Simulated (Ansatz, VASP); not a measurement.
# Pt in VASP and in Ansatz

Contents of POSCAR:

```
Pt
1.0
   -1.5821724000      1.5849819900      1.5846552900
    1.6029151900     -1.5797795700      1.6001956600
    1.5674823500      1.5650895200     -1.5794528700
Pt
1
Direct
    0.0000000000      0.0000000000      0.0000000000
```

INCAR.step1

```
SYSTEM = Pt
PREC = Accurate
ENCUT = 520
EDIFF = 1E-5
ISMEAR = -1
SIGMA = 0.05
LREAL = .False.
LASPH = .True.
NELM = 60
ALGO = Normal
ISIF = 2
LWAVE = .True.
LCHARG = .False.
GGA = PE
NBANDS = 11
```

Contents of INCAR.step2:

```
SYSTEM = Pt
PREC = Accurate
ENCUT = 520
EDIFF = 1E-6
ISMEAR = -1
SIGMA = 0.05
LREAL = .False.
LASPH = .True.
NELM = 60
ALGO = Normal
ISIF = 2
LWAVE = .False.
LCHARG = .False.
GGA = PE
LHFCALC = .True.
AEXX = 0.25
PRECFOCK = Normal
ISTART = 1
NBANDS = 11
```

The input KPOINTS:

```
Automatic mesh
0
Gamma
  6 6 6
  0 0 0
```

File input:

```
crystal:
  lattice:
    - [-1.5821724, 1.58498199, 1.58465529]
    - [1.60291519, -1.57977957, 1.60019566]
    - [1.56748235, 1.56508952, -1.57945287]
  atoms:
    - { symbol: Pt, position: [0.0, 0.0, 0.0] }
hamiltonian:
  xc: pbe0
  pseudopotentials: { kind: paw }
kpoints:
  mp_grid: { grid: [6, 6, 6] }
scf:
  occupations: { method: fermi_dirac, width: 0.05 }
output:
  forces: true
  stress: true
  eigenvalues: true
```

Change from the starting cell: cell sheared at random, sigma 0.01, atoms nudged by 0.01 Å.

Alike in both runs: task single point; functional PBE0; k mesh 6 × 6 × 6; occupations fermi-dirac, width 0.05 eV; no spin polarisation.

```csv
,VASP,Ansatz
version,VASP 6.6.1,Ansatz 0.2.0
potentials or method,"VASP PAW PBE potentials, release 64 (Pt)",Ansatz PAW
plane-wave cutoff (eV),520,420
valence electrons in the cell,10,18
```

|  | VASP | Ansatz | Ansatz less VASP |
| --- | --- | --- | --- |
| gap on the k mesh at the Fermi level (eV) | none | none | - |
| pressure (GPa) | -8.7 | -8.7 | -0.01 |
| traceless stress, the component that is largest in VASP (GPa) | -2.29 | -2.32 | -0.023 |

A gap of «none» marks a metal or a gap that the smearing closes. VASP's potentials hold 10 valence electrons a cell and Ansatz's 18, so a difference there can come from the potentials and not from the codes.

The k mesh is coarse, so the values compare programs but aren't converged. Neither program's run includes spin-orbit coupling.
